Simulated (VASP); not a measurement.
# SnO2 in VASP: further runs

The runs below take SnO2 through single point, with PBEsol.

Program: VASP 6.6.1. These are calculated values, not measurements. Logs are shortened: lines on timing, memory, paths and dates and some standing lists are left out, and cuts for length are marked.

## Step 1: The cell of the first run

It takes space group P2_1/c (No. 14, monoclinic). Conventional cell: a = 3.214 Å, b = 4.768 Å, c = 5.670 Å, α = 90.00°, β = 122.79°, γ = 90.00°. Within 2.7 Å of Sn (site symmetry -1) lie 6 O at 2.06 to 2.08 Å. O (site symmetry 1) has 3 Sn at 2.06 to 2.08 Å and 1 O at 2.61 Å within 2.7 Å.

## Step 2: Single point, PBEsol

The input, INCAR:

```
  PREC = Accurate
  ENCUT = 520
  EDIFF = 1E-6
  ISMEAR = 0
  SIGMA = 0.02
  LREAL = F
  LASPH = T
  NELM = 80
  ALGO = Normal
  ISIF = 2
  LWAVE = F
  LCHARG = T
  GGA = PS
  LELF = T
  LVHAR = T
  NBANDS = 35
```

The input, KPOINTS:

```
Automatic mesh
0
Gamma
  6 6 8
```

The input, POSCAR:

```
SnO2
1.0
    4.7684401840      0.0000000000      0.0000000000
    0.0000000000      4.7684401840      0.0000000000
    0.0963718710      0.0000000000      3.2123956984
Sn O
2 4
Direct
    0.5000000000      0.5000000000      0.5000000000
    0.0000000000      0.0000000000      0.0000000000
    0.1941497382      0.8066353123      0.4961652282
    0.8058502618      0.1933646877      0.5038347718
    0.3058502618      0.3066353123      0.0038347718
    0.6941497382      0.6933646877     -0.0038347718
```

Potentials or basis: VASP PAW PBE potentials, release 64 (Sn_d, O).

Launch:

```bash
> cat potpaw_PBE.64/Sn_d/POTCAR potpaw_PBE.64/O/POTCAR > POTCAR
> mpirun -np 1 vasp_std > vasp.out
```

OUTCAR:

```text
PREC = Accurate
   ENCUT = 520
   EDIFF = 1E-6
   ISMEAR = 0
   LREAL = F
   LASPH = T
   NELM = 80
   ISIF = 2
   GGA = PS

 ion  position               nearest neighbor table
   1  0.500  0.500  0.500-   5 2.06   6 2.06   4 2.07   3 2.07   6 2.08   5 2.08   2 3.70   2 3.70
                             2 3.70   2 3.70
   2  0.000  0.000  0.000-   4 2.06   3 2.06   6 2.07   5 2.07   4 2.08   3 2.08   1 3.70   1 3.70
                             1 3.70   1 3.70
   3  0.194  0.807  0.496-   2 2.06   1 2.07   2 2.08
   4  0.806  0.193  0.504-   2 2.06   1 2.07   2 2.08
   5  0.306  0.307  0.004-   1 2.06   2 2.07   1 2.08
   6  0.694  0.693  0.996-   1 2.06   2 2.07   1 2.08

  LATTYP: Found a simple monoclinic cell.
 ALAT       =     3.2138409514
 B/A-ratio  =     1.4837200273
 C/A-ratio  =     1.4837200273
 COS(beta)  =    -0.0299865091

  Lattice vectors:

 A1 = (   0.0963718710,   0.0000000000,   3.2123956984)
 A2 = (   0.0000000000,   4.7684401840,   0.0000000000)
 A3 = (  -4.7684401840,   0.0000000000,   0.0000000000)

Analysis of symmetry for initial positions (statically):
=====================================================================
 Subroutine PRICEL returns:
 Original cell was already a primitive cell.

 Routine SETGRP: Setting up the symmetry group for a
 simple monoclinic supercell.

 Subroutine GETGRP returns: Found  4 space group operations
 (whereof  2 operations were pure point group operations)
 out of a pool of  4 trial point group operations.

The static configuration has the point symmetry S_2 .
 The point group associated with its full space group is C_2h.

Analysis of symmetry for dynamics (positions and initial velocities):
=====================================================================
 Subroutine PRICEL returns:
 Original cell was already a primitive cell.

 Routine SETGRP: Setting up the symmetry group for a
 simple monoclinic supercell.

 Subroutine GETGRP returns: Found  4 space group operations
 (whereof  2 operations were pure point group operations)
 out of a pool of  4 trial point group operations.

The dynamic configuration has the point symmetry S_2 .
 The point group associated with its full space group is C_2h.

 Subroutine INISYM returns: Found  4 space group operations
 (whereof  2 operations are pure point group operations),
 and found     1 'primitive' translations

----------------------------------------------------------------------------------------

                                     Primitive cell

  volume of cell :      73.0435

  direct lattice vectors                    reciprocal lattice vectors
     4.768440184  0.000000000  0.000000000     0.209712183  0.000000000 -0.006291365
     0.000000000  4.768440184  0.000000000     0.000000000  0.209712183  0.000000000
     0.096371871  0.000000000  3.212395698     0.000000000  0.000000000  0.311294154

  length of vectors
     4.768440184  4.768440184  3.213840951     0.209806532  0.209712183  0.311294154

  position of ions in fractional coordinates (direct lattice)
     0.500000000  0.500000000  0.500000000
     0.000000000  0.000000000  0.000000000
     0.194149738  0.806635312  0.496165228
     0.805850262  0.193364688  0.503834772
     0.305850262  0.306635312  0.003834772
     0.694149738  0.693364688  0.996165228

  ion indices of the primitive-cell ions
   primitive index   ion index
                 1           1
                 2           2
                 3           3
                 4           4
                 5           5
                 6           6

----------------------------------------------------------------------------------------

 KPOINTS: Automatic mesh

Automatic generation of k-mesh.
 Grid dimensions read from file:
 generate k-points for:    6    6    8

 Generating k-lattice:

  Cartesian coordinates                     Fractional coordinates (reciprocal lattice)
     0.034952030  0.000000000 -0.001048561     0.166666667  0.000000000  0.000000000
     0.000000000  0.034952030  0.000000000     0.000000000  0.166666667  0.000000000
     0.000000000  0.000000000  0.038911769     0.000000000  0.000000000  0.125000000

  Length of vectors
     0.034967755  0.034952030  0.038911769

  Shift w.r.t. Gamma in fractional coordinates (k-lattice)
     0.000000000  0.000000000  0.000000000

 Subroutine IBZKPT returns following result:
 ===========================================

 Found    104 irreducible k-points:

 Following reciprocal coordinates:
            Coordinates               Weight
  0.000000  0.000000  0.000000      1.000000
  0.166667  0.000000 -0.000000      2.000000
  0.333333  0.000000  0.000000      2.000000
  0.500000  0.000000  0.000000      1.000000
  0.000000  0.166667  0.000000      2.000000
  0.166667  0.166667 -0.000000      4.000000
[... 16 lines left out ...]
  0.000000  0.166667  0.125000      4.000000
  0.166667  0.166667  0.125000      4.000000
 [... further k-points ...]
   k-points           NKPTS =    104   k-points in BZ     NKDIM =    104   number of bands    NBANDS=     35
   number of dos      NEDOS =    301   number of ions     NIONS =      6
   total plane-waves  NPLWV =  31104
   dimension x,y,z NGX =    36 NGY =   36 NGZ =   24
   dimension x,y,z NGXF=    72 NGYF=   72 NGZF=   48
   ions per type =               2   4
   NGX,Y,Z   is equivalent  to a cutoff of  12.55, 12.55, 12.41 a.u.
   NGXF,Y,Z  is equivalent  to a cutoff of  25.10, 25.10, 24.83 a.u.
 SYSTEM =  unknown system
   PREC   = accura    normal or accurate (medium, high low for compatibility)
   ISTART =      0    job   : 0-new  1-cont  2-samecut
   ICHARG =      2    charge: 1-file 2-atom 10-const
   ISPIN  =      1    spin polarized calculation?
   LNONCOLLINEAR =      F non collinear calculations
   LSORBIT =      F    spin-orbit coupling
   LASPH  =      T    aspherical Exc in radial PAW
   ENCUT  =  520.0 eV  38.22 Ry    6.18 a.u.   8.87  8.87  5.98*2*pi/ulx,y,z
   NELM   =     80;   NELMIN=  2; NELMDL= -5     # of ELM steps
   EDIFF  = 0.1E-05   stopping-criterion for ELM
   LREAL  =      F    real-space projection
   EDIFFG = 0.1E-04   stopping-criterion for IOM
   NSW    =      0    number of steps for IOM
   IBRION =     -1    ionic relax: 0-MD 1-quasi-New 2-CG
   NFREE  =      0    steps in history (QN), initial steepest desc. (CG)
   ISIF   =      2    stress and relaxation
   ISYM   =      2    0-nonsym 1-usesym 2-fastsym
   POTIM  = 0.5000    time-step for ionic-motion
   TEBEG  =    0.0;   TEEND  =   0.0 temperature during run
   PSTRESS=    0.0 pullay stress
   NELECT =      52.0000    total number of electrons
   NUPDOWN=      -1.0000    fix difference up-down
   EMIN   =  10.00;   EMAX   =-10.00  energy-range for DOS
   EFERMI =   0.00;   METHOD = LEGACY
   ISMEAR =     0;   SIGMA  =   0.02  broadening in eV -4-tet -1-fermi 0-gaus
   EFERMI_NEDOS =   21; number of points for ismear=-14 and -15
   IALGO  =     38    algorithm
   IMIX   =      4    mixing-type and parameters
     AMIX     =   0.40;   BMIX     =  1.00
     AMIX_MAG =   1.60;   BMIX_MAG =  1.00
  volume/ion in A,a.u.               =      12.17        82.15
  Fermi-wavevector in a.u.,A,eV,Ry     =   1.461780  2.762364 29.072943  2.136801
  Thomas-Fermi vector in A             =   2.578071
   LORBIT       =      0    0 simple, 1 ext, 2 COOP (PROOUT), +10 PAW based schemes
   GGA     = PS    functional components
   LHFCALC =     F    Hartree Fock is set to
   AEXX    =    0.0000 exact exchange contribution
   IVDW    =     0    specifies the selected vdW correction
   LEPSILON=     F    determine dielectric tensor
   LRPA    =     F    only Hartree local field effects (RPA)
 non-spin polarized calculation
 Gauss-broadening in eV      SIGMA  =   0.02
  energy-cutoff  :      520.00
  volume of cell :       73.04
 maximum number of plane-waves:      1988
   NGX = 17   NGY = 17   NGZ = 11

 number of electron      52.0000002 magnetization

 Free energy of the ion-electron system (eV)
  ---------------------------------------------------
  ext. energy  EPLUGINS =         0.00000000
  ---------------------------------------------------
  free energy    TOTEN  =       -39.65152056 eV

  energy without entropy =      -39.65152056  energy(sigma->0) =      -39.65152056

 E-fermi :   5.9290     XC(G=0): -11.4270

 val. band max:        5.7858027797   @ k =   0.0000   0.0000   0.0000
 cond. band min:       6.6903224925   @ k =   0.0000   0.0000   0.0000
 fundamental gap:      0.9045197128
 Fermi energy:         5.9289824295

 k-point     1 :       0.0000    0.0000    0.0000
  band No.  band energies     occupation
      1     -15.2244      2.00000
      2     -14.4748      2.00000
      3     -14.2327      2.00000
      4     -14.2116      2.00000
      5     -14.2076      2.00000
      6     -14.1369      2.00000
[... 27 lines left out ...]
     34      17.5514      0.00000
     35      18.0923      0.00000

 k-point     2 :       0.1667    0.0000   -0.0000
  band No.  band energies     occupation
      1     -15.1831      2.00000
      2     -14.5214      2.00000
      3     -14.2324      2.00000
      4     -14.2111      2.00000
      5     -14.2059      2.00000
      6     -14.1702      2.00000
[... 27 lines left out ...]
     34      17.5714      0.00000
     35      18.0569      0.00000

 k-point     3 :       0.3333    0.0000    0.0000
  band No.  band energies     occupation
      1     -15.0633      2.00000
      2     -14.6741      2.00000
      3     -14.2315      2.00000
      4     -14.2192      2.00000
      5     -14.2024      2.00000
      6     -14.1992      2.00000
[... 27 lines left out ...]
     34      17.7525      0.00000
     35      18.0096      0.00000
[... 723 lines left out ...]
 k-point    23 :       0.0000    0.1667    0.1250
  band No.  band energies     occupation
      1     -15.1170      2.00000
      2     -14.4785      2.00000
      3     -14.3518      2.00000
      4     -14.3350      2.00000
      5     -14.1996      2.00000
      6     -14.1450      2.00000
[... 27 lines left out ...]
     34      17.5204      0.00000
     35      17.8984      0.00000

 k-point    24 :       0.1667    0.1667    0.1250
  band No.  band energies     occupation
      1     -15.0913      2.00000
      2     -14.5321      2.00000
      3     -14.3582      2.00000
      4     -14.3393      2.00000
      5     -14.2000      2.00000
      6     -14.1379      2.00000
[... 27 lines left out ...]
     34      17.6199      0.00000
     35      17.9347      0.00000

 [... further k-points ...]

------------------------ aborting loop because EDIFF is reached ----------------------------------------

  FORCE on cell =-STRESS in cart. coord.  units (eV):
  Direction    XX          YY          ZZ          XY          YZ          ZX
  --------------------------------------------------------------------------------------
  -------------------------------------------------------------------------------------
  Total        0.2610882      0.2950680      0.3791541      0.0000000      0.0000000     -1.2291908
  in kB        5.7268542      6.4721869      8.3165781      0.0000000      0.0000000    -26.9617560
  external PRESSURE =       6.8385398 kB  Pullay stress =       0.0000000 kB

 VOLUME and BASIS-vectors are now :
 -----------------------------------------------------------------------------
  energy-cutoff  :      520.00
  volume of cell :       73.04
      direct lattice vectors                 reciprocal lattice vectors
     4.768440184  0.000000000  0.000000000     0.209712183  0.000000000 -0.006291365
     0.000000000  4.768440184  0.000000000     0.000000000  0.209712183  0.000000000
     0.096371871  0.000000000  3.212395698     0.000000000  0.000000000  0.311294154

 POSITION                                       TOTAL-FORCE (eV/Angst)
 -----------------------------------------------------------------------------------
      2.43241      2.38422      1.60620        -0.000000      0.000000      0.000000
      0.00000      0.00000      0.00000         0.000000      0.000000      0.000000
      0.97361      3.84639      1.59388         0.012073     -0.009990     -0.004220
      3.89120      0.92205      1.61852        -0.012073      0.009990      0.004220
      1.45880      1.46217      0.01232        -0.012073     -0.009990      0.004220
      3.40601      3.30627      3.20008         0.012073      0.009990     -0.004220
 -----------------------------------------------------------------------------------
    total drift:                                0.000000      0.000000      0.000000

  FREE ENERGIE OF THE ION-ELECTRON SYSTEM (eV)
  ---------------------------------------------------
  free  energy   TOTEN  =       -39.6515205557 eV

  energy  without entropy=      -39.6515205557  energy(sigma->0) =      -39.65152056
```

It took 2.9 min on 1 thread of Intel Xeon Platinum 8488C (Sapphire Rapids), shared host; peak memory 0.31 GiB.

Results:

```yaml
Free_energy: -39.6515 eV
Pressure: 0.7 GPa
Largest_force: 0.016 eV/Å
Band_gap_on_the_k_mesh: 0.90 eV
```

Forces on the atoms (eV/Å):
```
Sn   0.000  0.000  0.000
Sn   0.000  0.000  0.000
O    0.012 -0.010 -0.004
O   -0.012  0.010  0.004
O   -0.012 -0.010  0.004
O    0.012  0.010 -0.004
```

Caveat: the PAW data sets were made with another functional, which shifts forces and pressure a little; spin-orbit coupling is left out, which moves the levels of the heavy elements.

(Continued in part 2 of 2.)
